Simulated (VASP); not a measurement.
Input of a VASP 6.6.1 run:

The input INCAR:

```
PREC = Accurate ; ENCUT = 600
EDIFF = 1E-6 ; ISMEAR = -1
SIGMA = 0.1 ; LREAL = False
LASPH = True ; NELM = 100
ALGO = Normal ; ISIF = 4
LWAVE = False ; LCHARG = False
GGA = PE ; IBRION = 2
NSW = 50 ; EDIFFG = -0.005
```

File KPOINTS:

```
regular mesh
0
Gamma
  16 16 14
```

The input POSCAR:

```
Zr
1.0
    2.3142649554      0.0000000000      0.0000000000
   -1.1571324777      2.0042122425      0.0000000000
    0.0000000000      0.0000000000      2.3157217104
Zr
1
Direct
    0.0000000000      0.0000000000      0.0000000000
```

Potentials or basis: VASP PAW PBE potentials, release 64 (Zr_sv).

Launch:

```sh
$ cat potpaw_PBE.64/Zr_sv/POTCAR > POTCAR
$ mpirun -np 1 vasp_std > vasp.out
```

Q: What does it give for the band gap on the k mesh?

A: Zero (bands 6 and 7 overlap by 3.56 eV).

Final structure:
```
CELL_PARAMETERS angstrom
2.34009 0.00000 0.00000
-1.17004 2.02658 0.00000
0.00000 0.00000 2.26489
ATOMIC_POSITIONS crystal
Zr 0.00000 0.00000 0.00000
```
